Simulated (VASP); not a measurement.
Wanted: the native input for a VASP 6.6.1 run.

- Task: relaxation of cell and atoms
- Functional: PBE
- Potentials or basis: VASP PAW PBE potentials, release 64 (Nb_sv)
- Cutoff: 600 eV
- k mesh: 17 × 17 × 17
- Occupations: fermi-dirac, width 0.05 eV
- Spin: no spin polarisation
- Dipole correction: no
- Further INCAR settings: ALGO = Normal; EDIFF = 1e-06; IBRION = 2; EDIFFG = -0.005; NSW = 45; ISIF = 3

The structure of Nb lies in POSCAR:

```
Nb
1.0
    0.0000000000      2.1093293370      2.1093293370
    2.1093293370      0.0000000000      2.1093293370
    2.1093293370      2.1093293370      0.0000000000
Nb
1
Direct
    0.0000000000      0.0000000000      0.0000000000
```

The input as run:

INCAR

```
SYSTEM = Nb
  ALGO = Normal
  EDIFF = 1E-6
  EDIFFG = -0.005
  ENCUT = 600
  GGA = PE
  IBRION = 2
  ISIF = 3
  ISMEAR = -1
  LASPH = .True.
  LCHARG = .False.
  LREAL = .False.
  LWAVE = .False.
  NELM = 80
  NSW = 45
  PREC = Accurate
  SIGMA = 0.05
```

KPOINTS

```
k-points
0
Gamma
  17 17 17
  0 0 0
```

Potentials or basis: VASP PAW PBE potentials, release 64 (Nb_sv).

Command:

```console
$ cat potpaw_PBE.64/Nb_sv/POTCAR > POTCAR
$ mpirun -np 1 vasp_std > vasp.out
```

It gave:

| Property | Result |
| --- | --- |
| Relaxed volume | 18.73 Å³/atom |
| Relaxed cell | a = 2.981 Å, b = 2.981 Å, c = 2.981 Å, α = 60.00°, β = 60.00°, γ = 60.00° |
| Space group after relaxing (to 0.05 Å) | Fm-3m (No. 225) |
| Energy gained by relaxing | 0.0 meV/atom |
| Ionic steps | 3 |
| Pressure after relaxing | 0.0 GPa |

Run time: 22 s on 1 thread of Intel(R) Xeon(R) 6975P-C (Granite Rapids), on a shared host, peak memory 0.17 GiB.
